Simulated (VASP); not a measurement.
Set up this calculation in VASP 6.6.1, as the native input.

| Item | Value |
| --- | --- |
| Task | single point |
| Functional | LDA |
| Potentials or basis | VASP PAW LDA potentials, release 64 (K_sv, Mg, H) |
| Cutoff | 520 eV |
| k mesh | 8 × 8 × 8 |
| Occupations | gaussian, width 0.05 eV |
| Spin | no spin polarisation |
| Dipole correction | no |
| Further INCAR settings | ALGO = Normal; EDIFF = 1e-06; NBANDS = 15 |

The structure of KMgH3 lies in POSCAR:

```
KMgH3
1.0
    4.2262500000      0.0000000000      0.0000000000
    0.0000000000      4.2262500000      0.0000000000
    0.0000000000      0.0000000000      4.1256250000
K Mg H
1 1 3
Direct
    0.0000000000      0.0000000000      0.0000000000
    0.5000000000      0.5000000000      0.5000000000
    0.0000000000      0.5000000000      0.5000000000
    0.5000000000      0.0000000000      0.5000000000
    0.5000000000      0.5000000000      0.0000000000
```

This cell differs from its parent crystal: strain +0.050 along x and y, +0.025 along z.

One way to write it, as run:

INCAR

```
SYSTEM = KMgH3
ALGO = Normal
EDIFF = 1E-6
ENCUT = 520
ISIF = 2
ISMEAR = 0
LASPH = .TRUE.
LCHARG = .TRUE.
LELF = .TRUE.
LREAL = .FALSE.
LVHAR = .TRUE.
LWAVE = .FALSE.
NBANDS = 15
NELM = 100
PREC = Accurate
SIGMA = 0.05
```

KPOINTS

```
k-points
0
G
  8 8 8
  0 0 0
```

Potentials or basis: VASP PAW LDA potentials, release 64 (K_sv, Mg, H).

Launch:

```bash
$ cat potpaw_LDA.64/K_sv/POTCAR potpaw_LDA.64/Mg/POTCAR potpaw_LDA.64/H/POTCAR > POTCAR
$ mpirun -np 1 vasp_std > vasp.out
```

It gave:

| Quantity | Value |
| --- | --- |
| Pressure | -6.0 GPa |
| Band gap on the k mesh | 1.68 eV, indirect (least direct gap 3.61 eV) |

Caveat: the cell differs from its parent crystal (strain +0.050 along x and y, +0.025 along z).

It took 70 s on 1 thread of Intel Xeon 8259CL, on a shared host, peak memory 0.22 GiB.
